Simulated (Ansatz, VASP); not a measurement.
## MoS2 in VASP and in Ansatz

INCAR

```
PREC = Accurate ; ENCUT = 520
EDIFF = 1E-7 ; ISMEAR = 0
SIGMA = 0.05 ; LREAL = F
LASPH = T ; NELM = 80
ALGO = Normal ; ISIF = 2
LWAVE = F ; LCHARG = T
GGA = PE ; IVDW = 12
LELF = T ; LVHAR = T
NBANDS = 35
```

Contents of KPOINTS:

```
regular mesh
0
Gamma
  10 10 2
```

POSCAR

```
MoS2
1.0
   -3.1494847632      0.0000000000      0.0000000000
   -1.5747423816     -2.7275338138      0.0000000000
   -0.3936855954     -0.6818834534     13.2900638030
Mo S
2 4
Direct
    0.0000000000     -0.0147375000      0.0589500000
    0.0000000000     -0.1397375000      0.5589500000
    0.3333333333      0.1641222564      0.6768443076
    0.3333333333      0.2891222564      0.1768443076
    0.3333333333      0.0980694102      0.9410556924
    0.3333333333      0.2230694102      0.4410556924
```

Input for Ansatz:

```yaml
crystal:
  lattice:
    - [-3.1494847632, 0.0, 0.0]
    - [-1.5747423816, -2.7275338138, 0.0]
    - [-0.3936855954, -0.6818834534, 13.290063803]
  atoms:
    - { symbol: Mo, position: [0.0, -0.0147375, 0.05895] }
    - { symbol: Mo, position: [0.0, -0.1397375, 0.55895] }
    - { symbol: S, position: [0.3333333333, 0.1641222564, 0.6768443076] }
    - { symbol: S, position: [0.3333333333, 0.2891222564, 0.1768443076] }
    - { symbol: S, position: [0.3333333333, 0.0980694102, 0.9410556924] }
    - { symbol: S, position: [0.3333333333, 0.2230694102, 0.4410556924] }
basis:
  ecutwfc: 420
kpoints:
  mp_grid: { grid: [10, 10, 2] }
hamiltonian:
  xc: pbe
  pseudopotentials: { kind: paw, azcp: { folder: soft_1 } }
  dispersion: d3bj
scf:
  occupations: { method: gaussian, width: 0.05 }
output:
  forces: true
  stress: true
  eigenvalues: true
```

Alike in both runs: task single point; functional PBE; dispersion D3(BJ); k mesh 10 × 10 × 2; occupations gaussian, width 0.05 eV; no spin polarisation.

```csv
,VASP,Ansatz
version,VASP 6.6.1,Ansatz 0.2.0
potentials or method,"VASP PAW PBE potentials, release 64 (Mo_sv, S), cutoff 520 eV","scalar-relativistic, plane waves, PAW"
valence electrons in the cell,52,52
```

VASP gave:

| Property | Result |
| --- | --- |
| gap on the k mesh at the Fermi level (eV) | none |
| pressure (GPa) | 7.9 |
| traceless stress, the component that is largest in VASP (GPa) | 13.12 |
| rms of the force components (eV/Å) | 2.812 |

Q: Which values does Ansatz return?

A: gap on the k mesh at the Fermi level (eV): none; pressure (GPa): 8.1; traceless stress, the component that is largest in VASP (GPa): 13.27; rms of the force components (eV/Å): 2.848.

Atom by atom the forces differ by 0.037 eV/Å (rms over components). A gap of «none» marks a metal or a gap that the smearing closes.
